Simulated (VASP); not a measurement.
# TiAl (scan) (P4/mmm) in VASP: single point with r2SCAN

Aim: the single point of TiAl (scan) with r2SCAN.

Everything below comes from runs of VASP 6.6.1. Logs are shortened: lines on timing, memory, paths and dates and some standing lists are left out, and cuts for length are marked.

## (1) The cell of the first run

Symmetry: P4/mmm, No. 123, tetragonal system. Conventional cell: a = 2.810 Å, b = 2.810 Å, c = 4.066 Å, α = 90.00°, β = 90.00°, γ = 90.00°. Ti (site symmetry 4/mmm) has 4 Ti at 2.81 Å and 8 Al at 2.84 Å within 3.7 Å. Al (site symmetry 4/mmm) has 4 Al at 2.81 Å and 8 Ti at 2.84 Å within 3.7 Å.

## (2) Single point, r2SCAN

The input, POSCAR:

```
TiAl
1.0
    2.8101048733      0.0000000000      0.0000000000
    0.0000000000      2.8101048733      0.0000000000
    0.0000000000      0.0000000000      4.0664883561
Ti Al
1 1
Direct
    0.5000000000      0.5000000000      0.5000000000
    0.0000000000      0.0000000000      0.0000000000
```

The input, INCAR.step1:

```
PREC     = Accurate       # precision mode
ENCUT    = 520            # plane-wave cutoff, eV
ISMEAR   = 0              # smearing method
SIGMA    = 0.1            # smearing width, eV
LREAL    = False          # projectors in reciprocal space
LASPH    = True           # aspherical terms in the spheres
NELM     = 100            # most SCF steps
NBANDS   = 14             # bands
GGA      = PE             # functional
ALGO     = Normal         # electronic algorithm
EDIFF    = 1E-4           # SCF threshold, eV
LWAVE    = True           # write WAVECAR
LCHARG   = False          # write CHGCAR
```

The input, INCAR.step2:

```
PREC     = Accurate       # precision mode
ENCUT    = 520            # plane-wave cutoff, eV
EDIFF    = 1E-6           # SCF threshold, eV
ISMEAR   = 0              # smearing method
SIGMA    = 0.1            # smearing width, eV
LREAL    = False          # projectors in reciprocal space
LASPH    = True           # aspherical terms in the spheres
NELM     = 100            # most SCF steps
ALGO     = Normal         # electronic algorithm
ISIF     = 2              # what is computed and relaxed
LWAVE    = False          # write WAVECAR
LCHARG   = True           # write CHGCAR
METAGGA  = R2SCAN         # meta-GGA
LMIXTAU  = True         
LELF     = True           # ELF
LVHAR    = True         
NBANDS   = 14             # bands
ISTART   = 1
```

The input, KPOINTS:

```
regular mesh
0
Gamma
  14 14 10
```

Potentials or basis: VASP PAW PBE potentials, release 64 (Ti_sv, Al).

Command:

```
$ cat potpaw_PBE.64/Ti_sv/POTCAR potpaw_PBE.64/Al/POTCAR > POTCAR
$ cp INCAR.step1 INCAR
$ mpirun -np 1 vasp_std > vasp.out
$ cp INCAR.step2 INCAR
$ mpirun -np 1 vasp_std > vasp.out
```

OUTCAR:

```text
PREC = Accurate
   ENCUT = 520
   EDIFF = 1E-6
   ISMEAR = 0
   LREAL = False
   LASPH = True
   NELM = 100
   ISIF = 2
   METAGGA = R2SCAN
   ISTART = 1

 ion  position               nearest neighbor table
   1  0.500  0.500  0.500-   2 2.84   2 2.84   2 2.84   2 2.84   2 2.84   2 2.84   2 2.84   2 2.84

   2  0.000  0.000  0.000-   1 2.84   1 2.84   1 2.84   1 2.84   1 2.84   1 2.84   1 2.84   1 2.84

  LATTYP: Found a simple tetragonal cell.
 ALAT       =     2.8101048733
 C/A-ratio  =     1.4470948735

  Lattice vectors:

 A1 = (   2.8101048733,   0.0000000000,   0.0000000000)
 A2 = (   0.0000000000,   2.8101048733,   0.0000000000)
 A3 = (   0.0000000000,   0.0000000000,   4.0664883561)

Analysis of symmetry for initial positions (statically):
=====================================================================
 Subroutine PRICEL returns:
 Original cell was already a primitive cell.

 Routine SETGRP: Setting up the symmetry group for a
 simple tetragonal supercell.

 Subroutine GETGRP returns: Found 16 space group operations
 (whereof 16 operations were pure point group operations)
 out of a pool of 16 trial point group operations.

The static configuration has the point symmetry D_4h.

Analysis of symmetry for dynamics (positions and initial velocities):
=====================================================================
 Subroutine PRICEL returns:
 Original cell was already a primitive cell.

 Routine SETGRP: Setting up the symmetry group for a
 simple tetragonal supercell.

 Subroutine GETGRP returns: Found 16 space group operations
 (whereof 16 operations were pure point group operations)
 out of a pool of 16 trial point group operations.

The dynamic configuration has the point symmetry D_4h.

 Subroutine INISYM returns: Found 16 space group operations
 (whereof 16 operations are pure point group operations),
 and found     1 'primitive' translations

----------------------------------------------------------------------------------------

                                     Primitive cell

  volume of cell :      32.1118

  direct lattice vectors                    reciprocal lattice vectors
     2.810104873  0.000000000  0.000000000     0.355858605  0.000000000  0.000000000
     0.000000000  2.810104873  0.000000000     0.000000000  0.355858605  0.000000000
     0.000000000  0.000000000  4.066488356     0.000000000  0.000000000  0.245912422

[... 92 lines left out ...]
   TEBEG  =    0.0;   TEEND  =   0.0 temperature during run
   PSTRESS=    0.0 pullay stress
   NELECT =      15.0000    total number of electrons
   NUPDOWN=      -1.0000    fix difference up-down
   EMIN   =  10.00;   EMAX   =-10.00  energy-range for DOS
   EFERMI =   0.00;   METHOD = LEGACY
   ISMEAR =     0;   SIGMA  =   0.10  broadening in eV -4-tet -1-fermi 0-gaus
   EFERMI_NEDOS =   21; number of points for ismear=-14 and -15
   IALGO  =     38    algorithm
   IMIX   =      4    mixing-type and parameters
     AMIX     =   0.40;   BMIX     =  1.00
     AMIX_MAG =   1.60;   BMIX_MAG =  1.00
  volume/ion in A,a.u.               =      16.06       108.35
  Fermi-wavevector in a.u.,A,eV,Ry     =   1.270234  2.400394 21.952923  1.613494
  Thomas-Fermi vector in A             =   2.403232
   LORBIT       =      0    0 simple, 1 ext, 2 COOP (PROOUT), +10 PAW based schemes
   METAGGA = R2SCAN    functional components
   LHFCALC =     F    Hartree Fock is set to
   AEXX    =    0.0000 exact exchange contribution
   IVDW    =     0    specifies the selected vdW correction
   LEPSILON=     F    determine dielectric tensor
   LRPA    =     F    only Hartree local field effects (RPA)
 non-spin polarized calculation
 Gauss-broadening in eV      SIGMA  =   0.10
  energy-cutoff  :      520.00
  volume of cell :       32.11
 maximum number of plane-waves:       892
 NGX is ok and might be reduce to    24
   NGX = 11   NGY = 11   NGZ = 15

 number of electron      14.9999999 magnetization

 Free energy of the ion-electron system (eV)
  ---------------------------------------------------
  ext. energy  EPLUGINS =         0.00000000
  ---------------------------------------------------
  free energy    TOTEN  =       -20.59491654 eV

  energy without entropy =      -20.58702596  energy(sigma->0) =      -20.59097125

 E-fermi :   8.4516     XC(G=0): -11.8946

 val. band max:        8.4502428622   @ k =   0.4286   0.3571   0.2000
 cond. band min:       8.4626139166   @ k =   0.2143   0.0714   0.3000
 fundamental gap:      0.0123710544
 Fermi energy:         8.4515729971

 k-point     1 :       0.0000    0.0000    0.0000
  band No.  band energies     occupation
      1     -50.5035      2.00000
      2     -25.8771      2.00000
      3     -25.3852      2.00000
      4     -25.3852      2.00000
      5      -1.1990      2.00000
      6       6.4437      2.00000
      7       7.4689      2.00000
      8       7.9028      2.00000
      9      10.8354      0.00000
     10      10.8354      0.00000
     11      12.1839      0.00000
     12      15.0200      0.00000
     13      17.4504      0.00000
     14      17.4504      0.00000
[... 377 lines left out ...]
      1     -50.4262      2.00000
      2     -25.8016      2.00000
      3     -25.7864      2.00000
      4     -25.5460      2.00000
      5       2.1875      2.00000
      6       6.5677      2.00000
      7       7.2842      2.00000
      8       8.4082      1.46026
      9       9.5164      0.00000
     10      10.0100      0.00000
     11      12.2456      0.00000
     12      14.6293      0.00000
     13      15.4983      0.00000
     14      15.8081      0.00000

 [... further k-points ...]

------------------------ aborting loop because EDIFF is reached ----------------------------------------

  FORCE on cell =-STRESS in cart. coord.  units (eV):
  Direction    XX          YY          ZZ          XY          YZ          ZX
  --------------------------------------------------------------------------------------
  -------------------------------------------------------------------------------------
  Total        0.0230251      0.0230251      0.0183590      0.0000000      0.0000000      0.0000000
  in kB        1.1488090      1.1488090      0.9160007      0.0000000      0.0000000      0.0000000
  external PRESSURE =       1.0712062 kB  Pullay stress =       0.0000000 kB

 VOLUME and BASIS-vectors are now :
 -----------------------------------------------------------------------------
  energy-cutoff  :      520.00
  volume of cell :       32.11
      direct lattice vectors                 reciprocal lattice vectors
     2.810104873  0.000000000  0.000000000     0.355858605  0.000000000  0.000000000
     0.000000000  2.810104873  0.000000000     0.000000000  0.355858605  0.000000000
     0.000000000  0.000000000  4.066488356     0.000000000  0.000000000  0.245912422

 POSITION                                       TOTAL-FORCE (eV/Angst)
 -----------------------------------------------------------------------------------
      1.40505      1.40505      2.03324         0.000000      0.000000      0.000000
      0.00000      0.00000      0.00000         0.000000      0.000000      0.000000
 -----------------------------------------------------------------------------------
    total drift:                                0.000000      0.000000     -0.000000

  FREE ENERGIE OF THE ION-ELECTRON SYSTEM (eV)
  ---------------------------------------------------
  free  energy   TOTEN  =       -20.5949165419 eV

  energy  without entropy=      -20.5870259644  energy(sigma->0) =      -20.59097125
```

OUTCAR.step1:

```text
PREC = Accurate
   ENCUT = 520
   ISMEAR = 0
   LREAL = False
   LASPH = True
[... 632 lines left out ...]
      1.40505      1.40505      2.03324         0.000000      0.000000      0.000000
      0.00000      0.00000      0.00000         0.000000      0.000000      0.000000
 -----------------------------------------------------------------------------------
    total drift:                                0.000000      0.000000     -0.000000

  FREE ENERGIE OF THE ION-ELECTRON SYSTEM (eV)
  ---------------------------------------------------
  free  energy   TOTEN  =       -12.3941563621 eV

  energy  without entropy=      -12.3857520691  energy(sigma->0) =      -12.38995422
```

OSZICAR.step1:

```text
N       E                     dE             d eps       ncg     rms          rms(c)
DAV:   1     0.112160296732E+03    0.11216E+03   -0.71789E+03  6060   0.108E+03
DAV:   2    -0.381671558302E+01   -0.11598E+03   -0.11151E+03  6360   0.312E+02
DAV:   3    -0.133924464481E+02   -0.95757E+01   -0.93284E+01 10626   0.760E+01
DAV:   4    -0.139635189729E+02   -0.57107E+00   -0.56944E+00  7144   0.149E+01
DAV:   5    -0.139802919014E+02   -0.16773E-01   -0.16760E-01  8658   0.255E+00    0.975E+00
DAV:   6    -0.125823032218E+02    0.13980E+01   -0.57557E+00  7094   0.304E+01    0.352E+00
DAV:   7    -0.124105277769E+02    0.17178E+00   -0.61866E-01  6652   0.975E+00    0.201E+00
DAV:   8    -0.123999286635E+02    0.10599E-01   -0.13109E-01  7476   0.421E+00    0.761E-01
DAV:   9    -0.123953874151E+02    0.45412E-02   -0.38652E-02  6644   0.287E+00    0.381E-01
DAV:  10    -0.123943125762E+02    0.10748E-02   -0.28166E-03  7156   0.685E-01    0.113E-01
DAV:  11    -0.123941652922E+02    0.14728E-03   -0.11986E-03  7424   0.404E-01    0.647E-02
DAV:  12    -0.123941563621E+02    0.89301E-05   -0.56832E-05  3908   0.948E-02
   1 F= -.12394156E+02 E0= -.12389954E+02  d E =-.840429E-02
```

Run time: 3.3 min. Hardware: 1 thread of Intel Xeon Platinum 8488C (Sapphire Rapids), shared host; peak memory 0.23 GiB.

What came out:

```
Free energy : -20.5949 eV
Pressure    : 0.1 GPa
```

Levels at points of the mesh, in eV from the Fermi level:
| k point | band 5 | band 6 | band 7 | band 8 | band 9 | band 10 | band 11 | band 12 |
| --- | --- | --- | --- | --- | --- | --- | --- | --- |
| (0.00, 0.00, 0.00) | -9.65 | -2.01 | -0.98 | -0.55 | 2.38 | 2.38 | 3.73 | 6.57 |
| (0.50, 0.00, 0.00) | -4.91 | -4.83 | -1.82 | -0.27 | 2.08 | 2.76 | 4.58 | 5.25 |
| (0.50, 0.50, 0.00) | -3.29 | -0.58 | -0.58 | -0.42 | -0.20 | -0.20 | 4.39 | 5.64 |
| (0.00, 0.00, 0.50) | -8.12 | -5.67 | -0.80 | 0.76 | 2.02 | 2.02 | 3.75 | 8.28 |
| (0.50, 0.00, 0.50) | -5.17 | -3.30 | -1.38 | -1.32 | 1.56 | 2.13 | 2.53 | 4.14 |
| (0.50, 0.50, 0.50) | -2.62 | -2.42 | -2.42 | 2.18 | 2.39 | 2.66 | 4.29 | 4.29 |

Caveat: the PAW data sets were made with another functional, which shifts forces and pressure a little.
